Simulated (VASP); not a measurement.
Input of a VASP 6.6.1 run:

Contents of INCAR:

```
SYSTEM = BaZrO3
PREC = Accurate ; ENCUT = 520
EDIFF = 1E-8 ; ISMEAR = 0
SIGMA = 0.01 ; LREAL = .FALSE.
LASPH = .TRUE. ; NELM = 80
ALGO = Normal ; ISIF = 2
LWAVE = .FALSE. ; LCHARG = .FALSE.
METAGGA = R2SCAN ; LMIXTAU = .TRUE.
NBANDS = 28 ; IBRION = 6
NFREE = 2 ; POTIM = 0.015
NSW = 1
```

File KPOINTS:

```
Automatic mesh
0
G
  6 6 6
  0 0 0
```

File POSCAR:

```
BaZrO3
1.0
    4.2051719963      0.0000000000      0.0000000000
    0.0000000000      4.2051719963      0.0000000000
    0.0000000000      0.0000000000      4.2051719963
Ba Zr O
1 1 3
Direct
    0.0000000000      0.0000000000      0.0000000000
    0.5000000000      0.5000000000      0.5000000000
    0.0000000000      0.5000000000      0.5000000000
    0.5000000000      0.0000000000      0.5000000000
    0.5000000000      0.5000000000      0.0000000000
```

Potentials or basis: VASP PAW PBE potentials, release 64 (Ba_sv, Zr_sv, O).

Run with:

```sh
$ cat potpaw_PBE.64/Ba_sv/POTCAR potpaw_PBE.64/Zr_sv/POTCAR potpaw_PBE.64/O/POTCAR > POTCAR
$ mpirun -np 1 vasp_std > vasp.out
```

Question: Estimate the highest phonon frequency at Γ, LO-TO splitting left out.

Answer: 500 cm⁻¹.

Phonon frequencies in cm⁻¹ (negative: imaginary):
```
              q point                                               frequencies
(0.000, 0.000, 0.000)  -1 -1 -1 116 116 116 202 202 202 205 205 205 500 500 500
```

Caveat: the cell stands under pressure or tension, which shifts response properties.
